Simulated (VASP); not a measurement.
# Cu (P6_3/mmc) in VASP: single point with PBE

Aim: the single point of Cu with PBE.

Program: VASP 6.6.1. These are calculated values, not measurements. Logs are shortened: lines on timing, memory, paths and dates and some standing lists are left out, and cuts for length are marked.

### Step 1. The cell of the first run

Symmetry: P6_3/mmc, No. 194, hexagonal system. The conventional cell has a = 2.597 Å, b = 2.597 Å, c = 4.215 Å, α = 90.00°, β = 90.00°, γ = 120.00°. Cu (site symmetry -6m2) has 12 Cu at 2.59 to 2.60 Å within 3.4 Å.

This isn't the form of Cu at room conditions, which is fcc.

### Step 2. Single point, PBE (strain +0.025 along x and y, +0.025 along z)

INCAR reads:

```
SYSTEM = Cu
PREC = Accurate ; ENCUT = 820
EDIFF = 1E-6 ; ISMEAR = 0
SIGMA = 0.15 ; LREAL = .False.
LASPH = .True. ; NELM = 120
ALGO = Normal ; ISIF = 2
LWAVE = .False. ; LCHARG = .True.
GGA = PE ; LELF = .True.
LVHAR = .True. ; NBANDS = 26
GGA_COMPAT = .False.
```

KPOINTS reads:

```
Automatic mesh
0
Gamma
  24 24 12
  0 0 0
```

POSCAR reads:

```
Cu
1.0
    2.5974490865      0.0000000000      0.0000000000
   -1.2987245433      2.2494568940      0.0000000000
    0.0000000000      0.0000000000      4.2153852750
Cu
2
Direct
    0.3333333333      0.6666666667      0.2500000000
    0.6666666667      0.3333333333      0.7500000000
```

Potentials or basis: VASP PAW PBE potentials, release 64 (Cu_sv_GW).

Started as:

```bash
cat potpaw_PBE.64/Cu_sv_GW/POTCAR > POTCAR
mpirun -np 1 vasp_std > vasp.out
```

OUTCAR:

```text
SYSTEM = Cu
   PREC = Accurate
   ENCUT = 820
   EDIFF = 1E-6
   ISMEAR = 0
   LREAL = .False.
   LASPH = .True.
   NELM = 120
   ISIF = 2
   GGA = PE

 ion  position               nearest neighbor table
   1  0.333  0.667  0.250-   2 2.59   2 2.59   2 2.59   2 2.59   2 2.59   2 2.59
   2  0.667  0.333  0.750-   1 2.59   1 2.59   1 2.59   1 2.59   1 2.59   1 2.59

  LATTYP: Found a hexagonal cell.
 ALAT       =     2.5974490865
 C/A-ratio  =     1.6228942838

  Lattice vectors:

 A1 = (   2.5974490865,   0.0000000000,   0.0000000000)
 A2 = (  -1.2987245433,   2.2494568940,   0.0000000000)
 A3 = (   0.0000000000,   0.0000000000,   4.2153852750)

Analysis of symmetry for initial positions (statically):
=====================================================================
 Subroutine PRICEL returns:
 Original cell was already a primitive cell.

 Routine SETGRP: Setting up the symmetry group for a
 hexagonal supercell.

 Subroutine GETGRP returns: Found 24 space group operations
 (whereof 12 operations were pure point group operations)
 out of a pool of 24 trial point group operations.

The static configuration has the point symmetry D_3d.
 The point group associated with its full space group is D_6h.

Analysis of symmetry for dynamics (positions and initial velocities):
=====================================================================
 Subroutine PRICEL returns:
 Original cell was already a primitive cell.

 Routine SETGRP: Setting up the symmetry group for a
 hexagonal supercell.

 Subroutine GETGRP returns: Found 24 space group operations
 (whereof 12 operations were pure point group operations)
 out of a pool of 24 trial point group operations.

The dynamic configuration has the point symmetry D_3d.
 The point group associated with its full space group is D_6h.

 Subroutine INISYM returns: Found 24 space group operations
 (whereof 12 operations are pure point group operations),
 and found     1 'primitive' translations

----------------------------------------------------------------------------------------

                                     Primitive cell

  volume of cell :      24.6299

  direct lattice vectors                    reciprocal lattice vectors
     2.597449087  0.000000000  0.000000000     0.384993109  0.222275875  0.000000000
    -1.298724543  2.249456894  0.000000000     0.000000000  0.444551751  0.000000000
     0.000000000  0.000000000  4.215385275     0.000000000  0.000000000  0.237226240

  length of vectors
     2.597449087  2.597449087  4.215385275     0.444551751  0.444551751  0.237226240

[... 79 lines left out ...]
   NELM   =    120;   NELMIN=  2; NELMDL= -5     # of ELM steps
   EDIFF  = 0.1E-05   stopping-criterion for ELM
   LREAL  =      F    real-space projection
   EDIFFG = 0.1E-04   stopping-criterion for IOM
   NSW    =      0    number of steps for IOM
   IBRION =     -1    ionic relax: 0-MD 1-quasi-New 2-CG
   NFREE  =      0    steps in history (QN), initial steepest desc. (CG)
   ISIF   =      2    stress and relaxation
   ISYM   =      2    0-nonsym 1-usesym 2-fastsym
   POTIM  = 0.5000    time-step for ionic-motion
   TEBEG  =    0.0;   TEEND  =   0.0 temperature during run
   PSTRESS=    0.0 pullay stress
   NELECT =      38.0000    total number of electrons
   NUPDOWN=      -1.0000    fix difference up-down
   EMIN   =  10.00;   EMAX   =-10.00  energy-range for DOS
   EFERMI =   0.00;   METHOD = LEGACY
   ISMEAR =     0;   SIGMA  =   0.15  broadening in eV -4-tet -1-fermi 0-gaus
   EFERMI_NEDOS =   21; number of points for ismear=-14 and -15
   IALGO  =     38    algorithm
   IMIX   =      4    mixing-type and parameters
     AMIX     =   0.40;   BMIX     =  1.00
     AMIX_MAG =   1.60;   BMIX_MAG =  1.00
  volume/ion in A,a.u.               =      12.31        83.11
  Fermi-wavevector in a.u.,A,eV,Ry     =   1.891684  3.574765 48.688042  3.578470
  Thomas-Fermi vector in A             =   2.932772
   LORBIT       =      0    0 simple, 1 ext, 2 COOP (PROOUT), +10 PAW based schemes
   GGA     = PE    functional components
   LHFCALC =     F    Hartree Fock is set to
   AEXX    =    0.0000 exact exchange contribution
   IVDW    =     0    specifies the selected vdW correction
   LEPSILON=     F    determine dielectric tensor
   LRPA    =     F    only Hartree local field effects (RPA)
 non-spin polarized calculation
 Gauss-broadening in eV      SIGMA  =   0.15
  energy-cutoff  :      820.00
  volume of cell :       24.63
 maximum number of plane-waves:      1350
   NGX = 13   NGY = 13   NGZ = 19

 number of electron      37.9999983 magnetization

 Free energy of the ion-electron system (eV)
  ---------------------------------------------------
  ext. energy  EPLUGINS =         0.00000000
  ---------------------------------------------------
  free energy    TOTEN  =        -7.57124866 eV

  energy without entropy =       -7.56445016  energy(sigma->0) =       -7.56784941

 E-fermi :   7.0716     XC(G=0): -13.0937

 val. band max:        7.0702549026   @ k =   0.2083   0.0417   0.2500
 cond. band min:       7.0762832828   @ k =   0.3750   0.1250   0.3333
 fundamental gap:      0.0060283801
 Fermi energy:         7.0715673604

 k-point     1 :       0.0000    0.0000    0.0000
  band No.  band energies     occupation
      1    -105.3963      2.00000
      2    -105.3844      2.00000
      3     -62.8119      2.00000
      4     -62.7350      2.00000
      5     -62.7350      2.00000
      6     -62.7209      2.00000
[... 685 lines left out ...]
     25      19.2458      0.00000
     26      25.9318      0.00000

 [... further k-points ...]

------------------------ aborting loop because EDIFF is reached ----------------------------------------

  FORCE on cell =-STRESS in cart. coord.  units (eV):
  Direction    XX          YY          ZZ          XY          YZ          ZX
  --------------------------------------------------------------------------------------
  -------------------------------------------------------------------------------------
  Total       -0.9047278     -0.9047278     -0.6556121      0.0000000      0.0000000      0.0000000
  in kB      -58.8527153    -58.8527153    -42.6476904      0.0000000      0.0000000      0.0000000
  external PRESSURE =     -53.4510403 kB  Pullay stress =       0.0000000 kB

 VOLUME and BASIS-vectors are now :
 -----------------------------------------------------------------------------
  energy-cutoff  :      820.00
  volume of cell :       24.63
      direct lattice vectors                 reciprocal lattice vectors
     2.597449087  0.000000000  0.000000000     0.384993109  0.222275875  0.000000000
    -1.298724543  2.249456894  0.000000000     0.000000000  0.444551751  0.000000000
     0.000000000  0.000000000  4.215385275     0.000000000  0.000000000  0.237226240

 POSITION                                       TOTAL-FORCE (eV/Angst)
 -----------------------------------------------------------------------------------
     -0.00000      1.49964      1.05385        -0.000000      0.000000      0.000000
      1.29872      0.74982      3.16154         0.000000     -0.000000      0.000000
 -----------------------------------------------------------------------------------
    total drift:                               -0.000000      0.000000     -0.000000

  FREE ENERGIE OF THE ION-ELECTRON SYSTEM (eV)
  ---------------------------------------------------
  free  energy   TOTEN  =        -7.5712486591 eV

  energy  without entropy=       -7.5644501630  energy(sigma->0) =       -7.56784941
```

Wall time 6.4 min (1 thread of Intel Xeon Platinum 8375C at 2.90GHz (Ice Lake), shared host); peak memory 0.58 GiB.

What came out:

| Item | Value |
| --- | --- |
| Free energy | -7.5712 eV |
| Pressure | -5.3 GPa |
| Band gap on the k mesh | zero (bands 19 and 20 overlap by 5.75 eV) |

Stress tensor (GPa, compression positive):
```
-5.89  0.00  0.00
 0.00 -5.89  0.00
 0.00  0.00 -4.26
```

Levels at points of the mesh, in eV from the Fermi level:
```tsv
k point	band 15	band 16	band 17	band 18	band 19	band 20	band 21	band 22	band 23	band 24
(0.00, 0.00, 0.00)	-2.61	-2.36	-2.36	-1.63	-1.63	-0.87	3.64	20.93	20.94	20.94
(0.50, 0.00, 0.00)	-2.57	-1.56	-1.50	-1.46	0.01	1.45	7.57	7.89	10.45	10.57
(0.00, 0.00, 0.50)	-2.85	-2.85	-1.85	-1.85	-1.85	-1.85	12.24	12.24	21.61	21.61
(0.50, 0.00, 0.50)	-1.79	-1.79	-1.50	-1.50	0.50	0.50	4.59	4.59	15.57	15.57
```

Caveat: the cell differs from its parent crystal (strain +0.025 along x and y, +0.025 along z); the cell stands under tension.
